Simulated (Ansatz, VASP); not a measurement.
## One calculation of SiW2, two programs

```xyz
6
Lattice="3.4372 0.0000 0.0000 0.0000 3.4372 0.0000 0.0000 0.0000 7.0542" Properties=species:S:1:pos:R:3 pbc="T T T"
Si    0.0000    1.7186    5.1218
Si    1.7186    0.0000    1.9325
W     0.0000    0.0000    0.0000
W     1.7186    1.7186    0.0000
W     0.0000    1.7186    2.6004
W     1.7186    0.0000    4.4538
```

Change from the starting cell: species swapped into the GdSe2 type (P4/nmm, No. 129).

Alike in both runs: task relaxation of cell and atoms; functional PBE; k mesh 6 × 6 × 4; occupations gaussian, width 0.1 eV; no spin polarisation.

|  | VASP | Ansatz |
| --- | --- | --- |
| version | VASP 6.6.1 | Ansatz 0.2.0 |
| potentials or method | VASP PAW PBE potentials, release 64 (Si, W_sv), cutoff 600 eV | scalar-relativistic, plane waves, PAW |
| valence electrons in the cell | 64 | 64 |

```csv
,VASP,Ansatz,Ansatz less VASP
"gap on the k mesh at the Fermi level, each at its own relaxed structure (eV)",none,none,-
relaxed volume (Å³/atom),15.41,15.37,-0.037
relaxed cell length with the largest relative difference (Å),3.701,3.695,-0.0060
```

A gap of «none» marks a metal or a gap that the smearing closes.

Spin-orbit coupling is off throughout.
